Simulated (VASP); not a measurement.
Write the native input for VASP 6.6.1 that does the following.

| Property | Result |
| --- | --- |
| Task | single point |
| Functional | PBE |
| Potentials or basis | VASP PAW PBE potentials, release 64 (Sb) |
| Cutoff | 500 eV |
| k mesh | 14 × 14 × 14 |
| Occupations | gaussian, width 0.1 eV |
| Spin | no spin polarisation |
| Dipole correction | no |
| Further INCAR settings | ALGO = Normal; EDIFF = 1e-06; NBANDS = 8 |

The structure of Sb lies in POSCAR:

```
Sb
1.0
    0.0000000000      2.5476523467      2.5476523467
    2.5476523467      0.0000000000      2.5476523467
    2.5476523467      2.5476523467      0.0000000000
Sb
1
Direct
    0.0000000000      0.0000000000      0.0000000000
```

This cell differs from its parent crystal: N replaced by Sb, lengths x 1.575, strained.

One way to write it, as run:

INCAR

```
SYSTEM = Sb
  ALGO = Normal
  EDIFF = 1E-6
  ENCUT = 500
  GGA = PE
  GGA_COMPAT = .FALSE.
  ISIF = 2
  ISMEAR = 0
  LASPH = .TRUE.
  LCHARG = .FALSE.
  LREAL = .FALSE.
  LWAVE = .FALSE.
  NBANDS = 8
  NELM = 120
  PREC = Accurate
  SIGMA = 0.1
```

KPOINTS

```
k-points
0
G
  14 14 14
  0 0 0
```

Potentials or basis: VASP PAW PBE potentials, release 64 (Sb).

The run is started by

```console
$ cat potpaw_PBE.64/Sb/POTCAR > POTCAR
$ mpirun -np 1 vasp_std > vasp.out
```

Results of the run:

- Pressure: -7.1 GPa

Caveat: the cell differs from its parent crystal (N replaced by Sb, lengths x 1.575, strained).

Wall time 21 s on 1 thread of AMD EPYC 9R45 (Zen 5), on a shared host, peak memory 0.13 GiB.
